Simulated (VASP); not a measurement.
Pd, 2 atoms in the cell. The structure is hexagonal, space group P6_3/mmc (No. 194). The conventional cell has a = 2.443 Å, b = 2.443 Å, c = 4.059 Å, α = 90.00°, β = 90.00°, γ = 120.00°. Pd (site symmetry -6m2) has 12 Pd at 2.44 to 2.47 Å within 3.2 Å. 

```yaml
Program: VASP 6.6.1
Task: relaxation of shape and atoms at fixed volume
Functional: PBE
Potentials_or_basis: VASP PAW PBE potentials, release 64 (Pd)
Cutoff: 500 eV
k_mesh: 17 × 17 × 9
Occupations: fermi-dirac, width 0.1 eV
Spin: no spin polarisation
Dipole_correction: no
Further_INCAR_settings: ALGO = Normal; EDIFF = 1e-07; IBRION = 2; EDIFFG = -0.005; NSW = 50; ISIF = 4
```

Potentials or basis: VASP PAW PBE potentials, release 64 (Pd).

Run with:

```bash
$ cat potpaw_PBE.64/Pd/POTCAR > POTCAR
$ mpirun -np 1 vasp_std > vasp.out
```

Hardware: 1 thread of AMD EPYC 7R13, on a shared host.

**Question.** Estimate the wall time of this run.

**Answer.** Wall time 2.8 min on 1 thread of AMD EPYC 7R13, with other jobs on the host, peak memory 0.13 GiB. Counts: scf iterations 23, k points 165, ion steps 3.
